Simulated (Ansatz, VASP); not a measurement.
# Two plane-wave programs on SrTa

```
CELL_PARAMETERS angstrom
3.81023 0.00000 0.00000
0.00000 3.81023 0.00000
0.00000 0.00000 3.81023
ATOMIC_POSITIONS crystal
Sr 0.00000 0.00000 0.00000
Ta 0.50000 0.50000 0.50000
```

Alike in both runs: functional PBE; k mesh 14 × 14 × 14; occupations gaussian, width 0.1 eV; no spin polarisation.

Ansatz relaxed the structure, and its values are those at the end. VASP's run is a single point on that final structure, the one shown.

|  | VASP | Ansatz |
| --- | --- | --- |
| version | VASP 6.6.1 | Ansatz 0.2.0 |
| potentials or method | VASP PAW PBE potentials, release 64 (Sr_sv, Ta_pv), cutoff 520 eV | scalar-relativistic, plane waves, PAW |
| valence electrons in the cell | 21 | 23 |

|  | VASP | Ansatz | Ansatz less VASP |
| --- | --- | --- | --- |
| gap on the k mesh at the Fermi level (eV) | none | none | - |
| pressure (GPa) | 0.1 | 0.0 | -0.14 |

A gap of «none» marks a metal or a gap that the smearing closes. VASP's potentials hold 21 valence electrons a cell and Ansatz's 23, so a difference there can come from the potentials and not from the codes.

Spin-orbit coupling is off throughout.
